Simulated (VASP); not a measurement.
# Al2BiBr (P-4m2) in VASP: notebook

Runs on Al2BiBr. Level: PBE. Tasks: single point, relaxation of cell and atoms.

All numbers are computed with VASP 6.6.1; they aren't measurements. Logs are shortened: lines on timing, memory, paths and dates and some standing lists are left out, and cuts for length are marked.

## 1. The cell of the first run

The structure is tetragonal, space group P-4m2 (No. 115). Conventional cell: a = 4.733 Å, b = 4.733 Å, c = 6.526 Å, α = 90.00°, β = 90.00°, γ = 90.00°. Within 3.8 Å of Al (site symmetry 2mm) lie 2 Bi at 2.85 Å and 2 Br at 2.90 Å. Within 3.8 Å of Bi (site symmetry -4m2) lie 4 Al at 2.85 Å. Br (site symmetry -4m2) has 4 Al at 2.90 Å within 3.8 Å.

The cell was generated, and may not be a known phase.

## 2. Single point, PBE

The input, INCAR:

```
PREC = Accurate ; ENCUT = 520
EDIFF = 1E-6 ; ISMEAR = 0
SIGMA = 0.1 ; LREAL = F
LASPH = T ; NELM = 80
ALGO = Fast ; ISIF = 2
LWAVE = F ; LCHARG = F
GGA = PE ; NBANDS = 22
```

The input, KPOINTS:

```
Automatic mesh
0
Gamma
  4 4 4
```

The input, POSCAR:

```
Al2BiBr
1.0
    4.7331523779      0.0000000000      0.0000000000
    0.0000000000      4.7331523779      0.0000000000
    0.0000000000      0.0000000000      6.5260650464
Al Bi Br
2 1 1
Direct
    0.5000000000      0.0000000000      0.7436240904
    0.0000000000      0.5000000000      0.2563759096
    0.0000000000      0.0000000000      0.5000000000
    0.5000000000      0.5000000000      0.0000000000
```

Potentials or basis: VASP PAW PBE potentials, release 64 (Al, Bi_d, Br).

Started as:

```console
cat potpaw_PBE.64/Al/POTCAR potpaw_PBE.64/Bi_d/POTCAR potpaw_PBE.64/Br/POTCAR > POTCAR
mpirun -np 1 vasp_std > vasp.out
```

OUTCAR:

```text
PREC = Accurate
   ENCUT = 520
   EDIFF = 1E-6
   ISMEAR = 0
   LREAL = F
   LASPH = T
   NELM = 80
   ISIF = 2
   GGA = PE

 ion  position               nearest neighbor table
   1  0.500  0.000  0.744-   3 2.85   3 2.85   4 2.90   4 2.90
   2  0.000  0.500  0.256-   3 2.85   3 2.85   4 2.90   4 2.90
   3  0.000  0.000  0.500-   1 2.85   2 2.85   2 2.85   1 2.85
   4  0.500  0.500  0.000-   1 2.90   2 2.90   1 2.90   2 2.90

  LATTYP: Found a simple tetragonal cell.
 ALAT       =     4.7331523779
 C/A-ratio  =     1.3787988481

  Lattice vectors:

 A1 = (   4.7331523779,   0.0000000000,   0.0000000000)
 A2 = (   0.0000000000,   4.7331523779,   0.0000000000)
 A3 = (   0.0000000000,   0.0000000000,   6.5260650464)

Analysis of symmetry for initial positions (statically):
=====================================================================
 Subroutine PRICEL returns:
 Original cell was already a primitive cell.

 Routine SETGRP: Setting up the symmetry group for a
 simple tetragonal supercell.

 Subroutine GETGRP returns: Found  8 space group operations
 (whereof  8 operations were pure point group operations)
 out of a pool of 16 trial point group operations.

The static configuration has the point symmetry D_2d.

Analysis of symmetry for dynamics (positions and initial velocities):
=====================================================================
 Subroutine PRICEL returns:
 Original cell was already a primitive cell.

 Routine SETGRP: Setting up the symmetry group for a
 simple tetragonal supercell.

 Subroutine GETGRP returns: Found  8 space group operations
 (whereof  8 operations were pure point group operations)
 out of a pool of 16 trial point group operations.

The dynamic configuration has the point symmetry D_2d.

 Subroutine INISYM returns: Found  8 space group operations
 (whereof  8 operations are pure point group operations),
 and found     1 'primitive' translations

----------------------------------------------------------------------------------------

                                     Primitive cell

  volume of cell :     146.2017

  direct lattice vectors                    reciprocal lattice vectors
     4.733152378  0.000000000  0.000000000     0.211275683  0.000000000  0.000000000
     0.000000000  4.733152378  0.000000000     0.000000000  0.211275683  0.000000000
     0.000000000  0.000000000  6.526065046     0.000000000  0.000000000  0.153231694

  length of vectors
     4.733152378  4.733152378  6.526065046     0.211275683  0.211275683  0.153231694

  position of ions in fractional coordinates (direct lattice)
     0.500000000  0.000000000  0.743624090
     0.000000000  0.500000000  0.256375910
     0.000000000  0.000000000  0.500000000
     0.500000000  0.500000000  0.000000000

  ion indices of the primitive-cell ions
   primitive index   ion index
                 1           1
                 2           2
                 3           3
                 4           4

----------------------------------------------------------------------------------------

 KPOINTS: Automatic mesh

Automatic generation of k-mesh.
 Grid dimensions read from file:
 generate k-points for:    4    4    4

 Generating k-lattice:

  Cartesian coordinates                     Fractional coordinates (reciprocal lattice)
     0.052818921  0.000000000  0.000000000     0.250000000  0.000000000  0.000000000
     0.000000000  0.052818921  0.000000000     0.000000000  0.250000000  0.000000000
     0.000000000  0.000000000  0.038307923     0.000000000  0.000000000  0.250000000

  Length of vectors
     0.052818921  0.052818921  0.038307923

  Shift w.r.t. Gamma in fractional coordinates (k-lattice)
     0.000000000  0.000000000  0.000000000

 Subroutine IBZKPT returns following result:
 ===========================================

 Found     18 irreducible k-points:

 Following reciprocal coordinates:
            Coordinates               Weight
  0.000000  0.000000  0.000000      1.000000
  0.250000  0.000000  0.000000      4.000000
  0.500000  0.000000  0.000000      2.000000
  0.250000  0.250000  0.000000      4.000000
  0.500000  0.250000  0.000000      4.000000
  0.500000  0.500000  0.000000      1.000000
[... 10 lines left out ...]
  0.500000  0.250000  0.500000      4.000000
  0.500000  0.500000  0.500000      1.000000
   k-points           NKPTS =     18   k-points in BZ     NKDIM =     18   number of bands    NBANDS=     22
   number of dos      NEDOS =    301   number of ions     NIONS =      4
   total plane-waves  NPLWV =  64800
   dimension x,y,z NGX =    36 NGY =   36 NGZ =   50
   dimension x,y,z NGXF=    72 NGYF=   72 NGZF=  100
   ions per type =               2   1   1
   NGX,Y,Z   is equivalent  to a cutoff of  12.64, 12.64, 12.74 a.u.
   NGXF,Y,Z  is equivalent  to a cutoff of  25.29, 25.29, 25.47 a.u.
 SYSTEM =  unknown system
   PREC   = accura    normal or accurate (medium, high low for compatibility)
   ISTART =      0    job   : 0-new  1-cont  2-samecut
   ICHARG =      2    charge: 1-file 2-atom 10-const
   ISPIN  =      1    spin polarized calculation?
   LNONCOLLINEAR =      F non collinear calculations
   LSORBIT =      F    spin-orbit coupling
   LASPH  =      T    aspherical Exc in radial PAW
   ENCUT  =  520.0 eV  38.22 Ry    6.18 a.u.   8.80  8.80 12.13*2*pi/ulx,y,z
   NELM   =     80;   NELMIN=  2; NELMDL= -5     # of ELM steps
   EDIFF  = 0.1E-05   stopping-criterion for ELM
   LREAL  =      F    real-space projection
   EDIFFG = 0.1E-04   stopping-criterion for IOM
   NSW    =      0    number of steps for IOM
   IBRION =     -1    ionic relax: 0-MD 1-quasi-New 2-CG
   NFREE  =      0    steps in history (QN), initial steepest desc. (CG)
   ISIF   =      2    stress and relaxation
   ISYM   =      2    0-nonsym 1-usesym 2-fastsym
   POTIM  = 0.5000    time-step for ionic-motion
   TEBEG  =    0.0;   TEEND  =   0.0 temperature during run
   PSTRESS=    0.0 pullay stress
   NELECT =      28.0000    total number of electrons
   NUPDOWN=      -1.0000    fix difference up-down
   EMIN   =  10.00;   EMAX   =-10.00  energy-range for DOS
   EFERMI =   0.00;   METHOD = LEGACY
   ISMEAR =     0;   SIGMA  =   0.10  broadening in eV -4-tet -1-fermi 0-gaus
   EFERMI_NEDOS =   21; number of points for ismear=-14 and -15
   IALGO  =     68    algorithm
   IMIX   =      4    mixing-type and parameters
     AMIX     =   0.40;   BMIX     =  1.00
     AMIX_MAG =   1.60;   BMIX_MAG =  1.00
  volume/ion in A,a.u.               =      36.55       246.65
  Fermi-wavevector in a.u.,A,eV,Ry     =   0.943648  1.783236 12.115602  0.890472
  Thomas-Fermi vector in A             =   2.071376
   LORBIT       =      0    0 simple, 1 ext, 2 COOP (PROOUT), +10 PAW based schemes
   GGA     = PE    functional components
   LHFCALC =     F    Hartree Fock is set to
   AEXX    =    0.0000 exact exchange contribution
   IVDW    =     0    specifies the selected vdW correction
   LEPSILON=     F    determine dielectric tensor
   LRPA    =     F    only Hartree local field effects (RPA)
 non-spin polarized calculation
 RMM-DIIS sequential band-by-band and
 Gauss-broadening in eV      SIGMA  =   0.10
  energy-cutoff  :      520.00
  volume of cell :      146.20
 maximum number of plane-waves:      4000
 NGX is ok and might be reduce to    36
   NGX = 17   NGY = 17   NGZ = 25

 number of electron      27.9999999 magnetization

 Free energy of the ion-electron system (eV)
  ---------------------------------------------------
  ext. energy  EPLUGINS =         0.00000000
  ---------------------------------------------------
  free energy    TOTEN  =       -12.16741751 eV

  energy without entropy =      -12.16308309  energy(sigma->0) =      -12.16525030

 E-fermi :   3.2299     XC(G=0):  -7.6915

 val. band max:        3.1121843690   @ k =   0.5000   0.5000   0.0000
 cond. band min:       3.2758967664   @ k =   0.5000   0.2500   0.0000
 fundamental gap:      0.1637123974
 Fermi energy:         3.2298582424

 k-point     1 :       0.0000    0.0000    0.0000
  band No.  band energies     occupation
      1     -19.5876      2.00000
      2     -19.5876      2.00000
      3     -19.5840      2.00000
      4     -19.5567      2.00000
      5     -19.5228      2.00000
      6     -13.2480      2.00000
[... 14 lines left out ...]
     21       8.5953      0.00000
     22       8.6027      0.00000

 k-point     2 :       0.2500    0.0000    0.0000
  band No.  band energies     occupation
      1     -19.5888      2.00000
      2     -19.5875      2.00000
      3     -19.5832      2.00000
      4     -19.5538      2.00000
      5     -19.5235      2.00000
      6     -13.2258      2.00000
[... 14 lines left out ...]
     21       7.7570      0.00000
     22       8.3746      0.00000

 k-point     3 :       0.5000    0.0000    0.0000
  band No.  band energies     occupation
      1     -19.5899      2.00000
      2     -19.5875      2.00000
      3     -19.5825      2.00000
      4     -19.5509      2.00000
      5     -19.5242      2.00000
      6     -13.2034      2.00000
[... 14 lines left out ...]
     21       6.8930      0.00000
     22       8.6668      0.00000

 k-point     4 :       0.2500    0.2500    0.0000
  band No.  band energies     occupation
      1     -19.5887      2.00000
      2     -19.5887      2.00000
      3     -19.5822      2.00000
      4     -19.5511      2.00000
      5     -19.5242      2.00000
      6     -13.2046      2.00000
[... 14 lines left out ...]
     21       7.1654      0.00000
     22       7.7351      0.00000

 k-point     5 :       0.5000    0.2500    0.0000
  band No.  band energies     occupation
      1     -19.5898      2.00000
      2     -19.5886      2.00000
      3     -19.5814      2.00000
      4     -19.5482      2.00000
      5     -19.5250      2.00000
      6     -13.1832      2.00000
[... 267 lines left out ...]
 k-point    16 :       0.2500    0.2500    0.5000
  band No.  band energies     occupation
      1     -19.5888      2.00000
      2     -19.5887      2.00000
      3     -19.5822      2.00000
      4     -19.5511      2.00000
      5     -19.5242      2.00000
      6     -13.2029      2.00000
[... 14 lines left out ...]
     21       6.9159      0.00000
     22       8.7906      0.00000

 k-point    17 :       0.5000    0.2500    0.5000
  band No.  band energies     occupation
      1     -19.5899      2.00000
      2     -19.5887      2.00000
      3     -19.5814      2.00000
      4     -19.5482      2.00000
      5     -19.5250      2.00000
      6     -13.1821      2.00000
[... 14 lines left out ...]
     21       7.8293      0.00000
     22       8.5658      0.00000

 k-point    18 :       0.5000    0.5000    0.5000
  band No.  band energies     occupation
      1     -19.5898      2.00000
      2     -19.5898      2.00000
      3     -19.5804      2.00000
      4     -19.5455      2.00000
      5     -19.5258      2.00000
      6     -13.1620      2.00000
[... 14 lines left out ...]
     21       7.2871      0.00000
     22       9.2426      0.00000

------------------------ aborting loop because EDIFF is reached ----------------------------------------

  FORCE on cell =-STRESS in cart. coord.  units (eV):
  Direction    XX          YY          ZZ          XY          YZ          ZX
  --------------------------------------------------------------------------------------
  -------------------------------------------------------------------------------------
  Total        0.2081265      0.2081265     -0.0407997      0.0000000      0.0000000     -0.0000000
  in kB        2.2807915      2.2807915     -0.4471106      0.0000000      0.0000000     -0.0000000
  external PRESSURE =       1.3714908 kB  Pullay stress =       0.0000000 kB

 VOLUME and BASIS-vectors are now :
 -----------------------------------------------------------------------------
  energy-cutoff  :      520.00
  volume of cell :      146.20
      direct lattice vectors                 reciprocal lattice vectors
     4.733152378  0.000000000  0.000000000     0.211275683  0.000000000  0.000000000
     0.000000000  4.733152378  0.000000000     0.000000000  0.211275683  0.000000000
     0.000000000  0.000000000  6.526065046     0.000000000  0.000000000  0.153231694

 POSITION                                       TOTAL-FORCE (eV/Angst)
 -----------------------------------------------------------------------------------
      2.36658      0.00000      4.85294         0.000000     -0.000000      0.007591
      0.00000      2.36658      1.67313        -0.000000     -0.000000     -0.007591
      0.00000      0.00000      3.26303        -0.000000     -0.000000      0.000000
      2.36658      2.36658      0.00000        -0.000000      0.000000      0.000000
 -----------------------------------------------------------------------------------
    total drift:                               -0.000000      0.000000      0.000000

  FREE ENERGIE OF THE ION-ELECTRON SYSTEM (eV)
  ---------------------------------------------------
  free  energy   TOTEN  =       -12.1674175095 eV

  energy  without entropy=      -12.1630830925  energy(sigma->0) =      -12.16525030
```

Run time: 1.8 min. Hardware: 1 thread of Oxide Virtual Turin-like, shared host; peak memory 0.23 GiB.

Results:

```
Free energy            : -12.1674 eV
Pressure               : 0.1 GPa
Largest force          : 0.008 eV/Å
Band gap on the k mesh : zero (bands 14 and 15 overlap by 1.47 eV)
```

Forces in eV/Å, atoms in the order of the input:
```
Al   0.000  0.000  0.008
Al   0.000  0.000 -0.008
Bi   0.000  0.000  0.000
Br   0.000  0.000  0.000
```

Stress tensor (GPa, compression positive):
```
 0.23  0.00  0.00
 0.00  0.23  0.00
 0.00  0.00 -0.04
```

Caveat: spin-orbit coupling is left out, which moves the levels of the heavy elements.

## 3. Relaxation of cell and atoms, PBE

This run uses another cell than the first one, of 27.49 Å³/atom.

The input, INCAR:

```
SYSTEM = Al2BiBr
ALGO = Normal
EDIFF = 1E-6
EDIFFG = -0.04
ENCUT = 600
GGA = PE
IBRION = 2
ISIF = 3
ISMEAR = 0
LASPH = .TRUE.
LCHARG = .FALSE.
LREAL = .FALSE.
LWAVE = .FALSE.
NELM = 100
NSW = 90
PREC = Accurate
SIGMA = 0.1
```

The input, KPOINTS:

```
k-points
0
G
  4 4 4
  0 0 0
```

The input, POSCAR:

```
Al2BiBr
1.0
    4.2700122900      0.0000000000      0.0000000000
    0.0000000000      4.2700122900      0.0000000000
    0.0000000000      0.0000000000      6.0298143700
Al Bi Br
2 1 1
Direct
    0.5000000000      0.0000000000      0.7375689700
    0.0000000000      0.5000000000      0.2624310300
    0.0000000000      0.0000000000      0.5000000000
    0.5000000000      0.5000000000      0.0000000000
```

Potentials or basis: VASP PAW PBE potentials, release 64 (Al, Bi_d, Br).

Started as:

```console
cat potpaw_PBE.64/Al/POTCAR potpaw_PBE.64/Bi_d/POTCAR potpaw_PBE.64/Br/POTCAR > POTCAR
mpirun -np 1 vasp_std > vasp.out
```

Wall time 18 min (1 thread of Oxide Virtual Turin-like, shared host); peak memory 0.26 GiB.

Results (log left out):

```yaml
Free_energy: -12.9966 eV
Relaxed_volume: 25.86 Å³/atom
Relaxed_cell: a = 5.515 Å, b = 5.515 Å, c = 3.402 Å, α = 90.00°, β = 90.00°, γ = 90.00°
Space_group_after_relaxing_to_0.1_Å: P-4m2 (No. 115)
Pressure_after_relaxing: 0.0 GPa
Largest_force_after_relaxing: 0.005 eV/Å
Band_gap_on_the_k_mesh: zero (bands 14 and 15 overlap by 2.74 eV)
```

Forces on the atoms (eV/Å):
```
Al   0.000  0.000 -0.005
Al   0.000  0.000  0.005
Bi   0.000  0.000  0.000
Br   0.000  0.000  0.000
```

Stress tensor (GPa, compression positive):
```
-0.06  0.00  0.00
 0.00 -0.06  0.00
 0.00  0.00  0.07
```

Final structure:
```
CELL_PARAMETERS angstrom
5.51471 0.00000 0.00000
0.00000 5.51471 0.00000
0.00000 0.00000 3.40176
ATOMIC_POSITIONS crystal
Al 0.50000 0.00000 0.94387
Al 0.00000 0.50000 0.05613
Bi 0.00000 0.00000 0.50000
Br 0.50000 0.50000 0.00000
```

Levels at points of the mesh, in eV from the Fermi level:
```tsv
k point	band 12	band 13	band 14	band 15	band 16	band 17
(0.00, 0.00, 0.00)	-2.53	-2.53	-2.27	2.75	2.99	4.63
(0.50, 0.00, 0.00)	-2.23	-1.35	0.69	2.61	3.03	3.39
(0.50, 0.50, 0.00)	-2.21	0.57	1.67	2.18	2.41	2.41
(0.00, 0.00, 0.50)	-2.09	-0.87	-0.87	-0.37	0.56	0.81
(0.50, 0.00, 0.50)	-2.82	-2.06	-0.66	-0.53	0.85	0.88
(0.50, 0.50, 0.50)	-2.96	-2.96	-0.10	-0.10	2.38	3.39
```

Caveat: the k points lie up to 0.46 Å⁻¹ apart in the final cell, too coarse for converged energies and pressures of a metal; a cell axis changed by over 15 % at a fixed basis, so the end point is rough; spin-orbit coupling is left out, which moves the levels of the heavy elements.

## 4. Single point, PBE

This run uses another cell than the first one, of 36.27 Å³/atom.

The input, INCAR:

```
PREC = Accurate ; ENCUT = 520
EDIFF = 1E-7 ; ISMEAR = 0
SIGMA = 0.1 ; LREAL = False
LASPH = True ; NELM = 80
ALGO = Fast ; ISIF = 2
LWAVE = False ; LCHARG = False
GGA = PE ; NBANDS = 22
```

The input, KPOINTS:

```
Automatic mesh
0
Gamma
  10 10 8
```

The input, POSCAR:

```
Al2BiBr
1.0
    4.6841116441      0.0000000000      0.0000000000
    0.0000000000      4.6841116441      0.0000000000
    0.0000000000      0.0000000000      6.6124208603
Al Bi Br
2 1 1
Direct
    0.5000000000      0.0000000000      0.7448356787
    0.0000000000      0.5000000000      0.2551643213
    0.0000000000      0.0000000000      0.5000000000
    0.5000000000      0.5000000000      0.0000000000
```

Started as:

```console
cat potpaw_PBE.64/Al/POTCAR potpaw_PBE.64/Bi_d/POTCAR potpaw_PBE.64/Br/POTCAR > POTCAR
mpirun -np 1 vasp_std > vasp.out
```

Wall time 8.8 min (1 thread of Oxide Virtual Turin-like, shared host); peak memory 0.45 GiB.

The run converged. Its results:

- Free energy: -12.1716 eV
- Pressure: 0.0 GPa
- Band gap on the k mesh: zero (bands 14 and 15 overlap by 1.43 eV)

Levels at points of the mesh, in eV from the Fermi level:
```csv
k point,band 11,band 12,band 13,band 14,band 15,band 16,band 17,band 18
"(0.00, 0.00, 0.00)",-3.16,-2.89,-1.77,-1.77,0.32,0.45,1.92,1.92
"(0.50, 0.00, 0.00)",-4.66,-3.68,-1.65,-0.30,0.28,1.72,1.96,2.47
"(0.50, 0.50, 0.00)",-3.97,-3.97,-2.61,-0.17,0.03,0.03,0.66,3.68
"(0.00, 0.00, 0.50)",-4.76,-1.98,-1.98,-1.14,0.65,0.98,1.07,2.73
"(0.50, 0.00, 0.50)",-3.88,-2.94,-1.61,-1.37,-0.62,2.19,2.27,2.27
"(0.50, 0.50, 0.50)",-4.32,-4.32,-2.96,0.81,0.81,1.16,1.65,2.94
```

Caveat: spin-orbit coupling is left out, which moves the levels of the heavy elements.

## 5. The runs side by side

```csv
task,cell,k mesh,cutoff (eV),gap on the mesh (eV),pressure (GPa),largest force (eV/Å)
single point,"a = 4.733, b = 4.733, c = 6.526 Å, 4 atoms, atomic positions A",4 × 4 × 4,520,none,0.1,0.01
relaxation of cell and atoms,"relaxed from a = 4.270, b = 4.270, c = 6.030 Å, 4 atoms, atomic positions B",4 × 4 × 4,600,none,0.0,0.01
single point,"a = 4.684, b = 4.684, c = 6.612 Å, 4 atoms, atomic positions C",10 × 10 × 8,520,none,0.0,-
```

Alike in all rows: level PBE; potentials or basis VASP PAW PBE potentials, release 64 (Al, Bi_d, Br); no spin polarisation; smearing gaussian 0.1 eV.

Caveats: some runs use coarse meshes; spin-orbit coupling is left out, which moves the levels of the heavy elements; a cell axis changed by over 15 % at a fixed basis, so the end point is rough (at least some runs).

Total energies depend on the potentials used, so only differences within one code and one set of settings carry meaning.

The gap in the log of VASP goes by the Fermi energy; the results here count the filled bands.